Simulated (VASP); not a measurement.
# NaPt2BrO2 (P-4m2) in VASP: single point with PBE

Aim: the single point of NaPt2BrO2 with PBE.

Program: VASP 6.6.1. These are calculated values, not measurements. Logs are shortened: lines on timing, memory, paths and dates and some standing lists are left out, and cuts for length are marked.

## Step 1: The cell of the first run

It takes space group P-4m2 (No. 115, tetragonal). Conventional cell: a = 3.489 Å, b = 3.489 Å, c = 7.795 Å, α = 90.00°, β = 90.00°, γ = 90.00°. Na (site symmetry -4m2) has 4 Br at 2.47 Å and 4 Pt at 3.25 Å within 3.3 Å. Pt (site symmetry 2mm) has 5 O at 2.13 to 2.47 Å within 2.8 Å. Br (site symmetry -4m2) has 4 Na at 2.47 Å and 4 Pt at 3.25 Å within 3.3 Å. Within 2.8 Å of O (site symmetry 2mm) lie 5 Pt at 2.13 to 2.47 Å.

## Step 2: Single point, PBE

The input, INCAR:

```
ALGO = Normal ; EDIFF = 1E-6
ENCUT = 600 ; GGA = PE
GGA_COMPAT = F ; ISIF = 2
ISMEAR = 0 ; LASPH = T
LCHARG = F ; LREAL = F
LWAVE = F ; NBANDS = 32
NELM = 120 ; PREC = Accurate
SIGMA = 0.15
```

The input, KPOINTS:

```
k-points
0
Gamma
  3 3 2
```

The input, POSCAR:

```
NaPt2BrO2
1.0
    3.4893011036      0.0000000000      0.0000000000
    0.0000000000      3.4893011036      0.0000000000
    0.0000000000      0.0000000000      7.7947846394
Na Pt Br O
1 2 1 2
Direct
    0.0000000000      0.0000000000      0.0000000000
    0.5000000000      0.0000000000      0.6482766835
    0.0000000000      0.5000000000      0.3517233165
    0.5000000000      0.5000000000      0.0000000000
    0.5000000000      0.0000000000      0.3749395139
    0.0000000000      0.5000000000      0.6250604861
```

Potentials or basis: VASP PAW PBE potentials, release 64 (Na_pv, Pt, Br, O).

Launch:

```sh
$ cat potpaw_PBE.64/Na_pv/POTCAR potpaw_PBE.64/Pt/POTCAR potpaw_PBE.64/Br/POTCAR potpaw_PBE.64/O/POTCAR > POTCAR
$ mpirun -np 1 vasp_std > vasp.out
```

OUTCAR:

```text
EDIFF = 1E-6
   ENCUT = 600
   GGA = PE
   ISIF = 2
   ISMEAR = 0
   LASPH = T
   LREAL = F
   NELM = 120
   PREC = Accurate

 ion  position               nearest neighbor table
   1  0.000  0.000  0.000-   4 2.47   4 2.47   4 2.47   4 2.47
   2  0.500  0.000  0.648-   5 2.13   6 2.47   6 2.47   6 2.47   6 2.47   3 3.38   3 3.38   3 3.38
                             3 3.38
   3  0.000  0.500  0.352-   6 2.13   5 2.47   5 2.47   5 2.47   5 2.47   2 3.38   2 3.38   2 3.38
                             2 3.38
   4  0.500  0.500  0.000-   1 2.47   1 2.47   1 2.47   1 2.47
   5  0.500  0.000  0.375-   2 2.13   3 2.47   3 2.47   3 2.47   3 2.47
   6  0.000  0.500  0.625-   3 2.13   2 2.47   2 2.47   2 2.47   2 2.47

  LATTYP: Found a simple tetragonal cell.
 ALAT       =     3.4893011036
 C/A-ratio  =     2.2339100032

  Lattice vectors:

 A1 = (   3.4893011036,   0.0000000000,   0.0000000000)
 A2 = (   0.0000000000,   3.4893011036,   0.0000000000)
 A3 = (   0.0000000000,   0.0000000000,   7.7947846394)

Analysis of symmetry for initial positions (statically):
=====================================================================
 Subroutine PRICEL returns:
 Original cell was already a primitive cell.

 Routine SETGRP: Setting up the symmetry group for a
 simple tetragonal supercell.

 Subroutine GETGRP returns: Found  8 space group operations
 (whereof  8 operations were pure point group operations)
 out of a pool of 16 trial point group operations.

The static configuration has the point symmetry D_2d.

Analysis of symmetry for dynamics (positions and initial velocities):
=====================================================================
 Subroutine PRICEL returns:
 Original cell was already a primitive cell.

 Routine SETGRP: Setting up the symmetry group for a
 simple tetragonal supercell.

 Subroutine GETGRP returns: Found  8 space group operations
 (whereof  8 operations were pure point group operations)
 out of a pool of 16 trial point group operations.

The dynamic configuration has the point symmetry D_2d.

 Subroutine INISYM returns: Found  8 space group operations
 (whereof  8 operations are pure point group operations),
 and found     1 'primitive' translations

[... 83 lines left out ...]
   EDIFF  = 0.1E-05   stopping-criterion for ELM
   LREAL  =      F    real-space projection
   EDIFFG = 0.1E-04   stopping-criterion for IOM
   NSW    =      0    number of steps for IOM
   IBRION =     -1    ionic relax: 0-MD 1-quasi-New 2-CG
   NFREE  =      0    steps in history (QN), initial steepest desc. (CG)
   ISIF   =      2    stress and relaxation
   ISYM   =      2    0-nonsym 1-usesym 2-fastsym
   POTIM  = 0.5000    time-step for ionic-motion
   TEBEG  =    0.0;   TEEND  =   0.0 temperature during run
   PSTRESS=    0.0 pullay stress
   NELECT =      46.0000    total number of electrons
   NUPDOWN=      -1.0000    fix difference up-down
   EMIN   =  10.00;   EMAX   =-10.00  energy-range for DOS
   EFERMI =   0.00;   METHOD = LEGACY
   ISMEAR =     0;   SIGMA  =   0.15  broadening in eV -4-tet -1-fermi 0-gaus
   EFERMI_NEDOS =   21; number of points for ismear=-14 and -15
   IALGO  =     38    algorithm
   IMIX   =      4    mixing-type and parameters
     AMIX     =   0.40;   BMIX     =  1.00
     AMIX_MAG =   1.60;   BMIX_MAG =  1.00
  volume/ion in A,a.u.               =      15.82       106.74
  Fermi-wavevector in a.u.,A,eV,Ry     =   1.285979  2.430147 22.500515  1.653741
  Thomas-Fermi vector in A             =   2.418081
   LORBIT       =      0    0 simple, 1 ext, 2 COOP (PROOUT), +10 PAW based schemes
   GGA     = PE    functional components
   LHFCALC =     F    Hartree Fock is set to
   AEXX    =    0.0000 exact exchange contribution
   IVDW    =     0    specifies the selected vdW correction
   LEPSILON=     F    determine dielectric tensor
   LRPA    =     F    only Hartree local field effects (RPA)
 non-spin polarized calculation
 Gauss-broadening in eV      SIGMA  =   0.15
  energy-cutoff  :      600.00
  volume of cell :       94.90
 maximum number of plane-waves:      3188
 NGX is ok and might be reduce to    28
   NGX = 13   NGY = 13   NGZ = 31

 number of electron      45.9999993 magnetization

 Free energy of the ion-electron system (eV)
  ---------------------------------------------------
  ext. energy  EPLUGINS =         0.00000000
  ---------------------------------------------------
  free energy    TOTEN  =       -23.38447936 eV

  energy without entropy =      -23.31398487  energy(sigma->0) =      -23.34923212

 E-fermi :   5.0633     XC(G=0): -10.7386

 val. band max:        5.0419610361   @ k =   0.3333   0.3333   0.0000
 cond. band min:       5.1494133770   @ k =   0.3333   0.0000   0.0000
 fundamental gap:      0.1074523409
 Fermi energy:         5.0633293668

 k-point     1 :       0.0000    0.0000    0.0000
  band No.  band energies     occupation
      1     -18.4773      2.00000
      2     -18.4773      2.00000
      3     -18.4288      2.00000
      4     -13.7312      2.00000
      5     -13.2629      2.00000
      6     -11.0575      2.00000
[... 199 lines left out ...]
     31      12.5612      0.00000
     32      14.0939      0.00000

------------------------ aborting loop because EDIFF is reached ----------------------------------------

  FORCE on cell =-STRESS in cart. coord.  units (eV):
  Direction    XX          YY          ZZ          XY          YZ          ZX
  --------------------------------------------------------------------------------------
  -------------------------------------------------------------------------------------
  Total       -0.2477065     -0.2477065      0.3769914      0.0000000      0.0000000      0.0000000
  in kB       -4.1818360     -4.1818360      6.3644517      0.0000000      0.0000000      0.0000000
  external PRESSURE =      -0.6664068 kB  Pullay stress =       0.0000000 kB

 VOLUME and BASIS-vectors are now :
 -----------------------------------------------------------------------------
  energy-cutoff  :      600.00
  volume of cell :       94.90
      direct lattice vectors                 reciprocal lattice vectors
     3.489301104  0.000000000  0.000000000     0.286590343  0.000000000  0.000000000
     0.000000000  3.489301104  0.000000000     0.000000000  0.286590343  0.000000000
     0.000000000  0.000000000  7.794784639     0.000000000  0.000000000  0.128290908

 POSITION                                       TOTAL-FORCE (eV/Angst)
 -----------------------------------------------------------------------------------
      0.00000      0.00000      0.00000         0.000000      0.000000      0.000000
      1.74465      0.00000      5.05318         0.000000      0.000000      0.062102
      0.00000      1.74465      2.74161         0.000000      0.000000     -0.062102
      1.74465      1.74465      0.00000         0.000000     -0.000000      0.000000
      1.74465      0.00000      2.92257        -0.000000      0.000000      0.002336
      0.00000      1.74465      4.87221         0.000000      0.000000     -0.002336
 -----------------------------------------------------------------------------------
    total drift:                                0.000000      0.000000      0.000000

  FREE ENERGIE OF THE ION-ELECTRON SYSTEM (eV)
  ---------------------------------------------------
  free  energy   TOTEN  =       -23.3844793640 eV

  energy  without entropy=      -23.3139848708  energy(sigma->0) =      -23.34923212
```

OSZICAR:

```text
N       E                     dE             d eps       ncg     rms          rms(c)
DAV:   1     0.426589581821E+03    0.42659E+03   -0.24266E+04   392   0.165E+03
DAV:   2     0.150853828544E+02   -0.41150E+03   -0.38378E+03   408   0.411E+02
DAV:   3    -0.250840657098E+02   -0.40169E+02   -0.37801E+02   448   0.117E+02
DAV:   4    -0.262195910620E+02   -0.11355E+01   -0.11303E+01   432   0.213E+01
DAV:   5    -0.262391079420E+02   -0.19517E-01   -0.19506E-01   512   0.282E+00    0.160E+01
DAV:   6    -0.252202493163E+02    0.10189E+01   -0.14806E+01   400   0.278E+01    0.150E+01
DAV:   7    -0.233702168826E+02    0.18500E+01   -0.34323E+00   440   0.163E+01    0.703E+00
DAV:   8    -0.233992061708E+02   -0.28989E-01   -0.95308E-01   440   0.554E+00    0.128E+00
DAV:   9    -0.233860721932E+02    0.13134E-01   -0.41711E-02   448   0.137E+00    0.350E-01
DAV:  10    -0.233845668505E+02    0.15053E-02   -0.72278E-03   440   0.460E-01    0.150E-01
DAV:  11    -0.233844955614E+02    0.71289E-04   -0.33781E-04   472   0.117E-01    0.649E-02
DAV:  12    -0.233844812660E+02    0.14295E-04   -0.14363E-04   440   0.754E-02    0.126E-02
DAV:  13    -0.233844793879E+02    0.18781E-05   -0.11316E-05   472   0.204E-02    0.566E-03
DAV:  14    -0.233844793640E+02    0.23891E-07   -0.59947E-07   288   0.583E-03
   1 F= -.23384479E+02 E0= -.23349232E+02  d E =-.704945E-01
```

It took 53 s on 1 thread of Intel Xeon 8259CL, shared host; peak memory 0.23 GiB.

Results:

* Free energy: -23.3845 eV
* Pressure: -0.1 GPa
* Largest force: 0.062 eV/Å
* Band gap on the k mesh: zero (band 23 reaches 5.34 eV, above the bottom of band 24 at 3.86 eV)

Forces on the atoms (eV/Å):
```
Na   0.000  0.000  0.000
Pt   0.000  0.000  0.062
Pt   0.000  0.000 -0.062
Br   0.000  0.000  0.000
O    0.000  0.000  0.002
O    0.000  0.000 -0.002
```

Levels at points of the mesh, in eV from the Fermi level:
```csv
k point,band 20,band 21,band 22,band 23,band 24,band 25,band 26,band 27
"(0.00, 0.00, 0.00)",-1.54,-1.36,-1.36,-1.25,-1.20,-1.20,-0.75,2.44
"(0.00, 0.00, 0.50)",-1.62,-1.62,-1.54,-1.28,-1.09,-1.09,1.18,1.35
```

Caveat: the k points lie up to 0.60 Å⁻¹ apart; spin-orbit coupling is left out, which moves the levels of the heavy elements.
